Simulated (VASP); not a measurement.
Input of a VASP 6.6.1 run:

File INCAR:

```
SYSTEM = Be2Sn2Te
PREC = Accurate
ENCUT = 600
EDIFF = 1E-6
ISMEAR = 0
SIGMA = 0.1
LREAL = .FALSE.
LASPH = .TRUE.
NELM = 120
ALGO = Normal
ISIF = 2
LWAVE = .FALSE.
LCHARG = .FALSE.
GGA = PE
NBANDS = 27
GGA_COMPAT = .FALSE.
```

The input KPOINTS:

```
Automatic mesh
0
G
  6 6 2
  0 0 0
```

POSCAR

```
Be2Sn2Te
1.0
    3.9005044439      0.0000000000      0.0000000000
   -1.9502522220      3.3779359360      0.0000000000
    0.0000000000      0.0000000000      8.2524611952
Be Sn Te
2 2 1
Direct
    0.3333333333      0.6666666667      0.5606455958
    0.6666666667      0.3333333333      0.4393544042
    0.3333333333      0.6666666667      0.2630081029
    0.6666666667      0.3333333333      0.7369918971
    0.0000000000      0.0000000000      0.0000000000
```

Potentials or basis: VASP PAW PBE potentials, release 64 (Be, Sn_d, Te).

Run with:

```bash
$ cat potpaw_PBE.64/Be/POTCAR potpaw_PBE.64/Sn_d/POTCAR potpaw_PBE.64/Te/POTCAR > POTCAR
$ mpirun -np 1 vasp_std > vasp.out
```

What does it give for the largest force?

0.010 eV/Å.

Predict the band gap on the k mesh.

zero (bands 19 and 20 overlap by 2.00 eV).

Estimate the pressure.

-0.2 GPa.

Stress tensor (GPa, compression positive):
```
-0.12  0.00  0.00
 0.00 -0.12  0.00
 0.00  0.00 -0.30
```

Caveat: the k points lie up to 0.38 Å⁻¹ apart, too coarse for converged energies and pressures of a metal; spin-orbit coupling is left out, which moves the levels of the heavy elements.
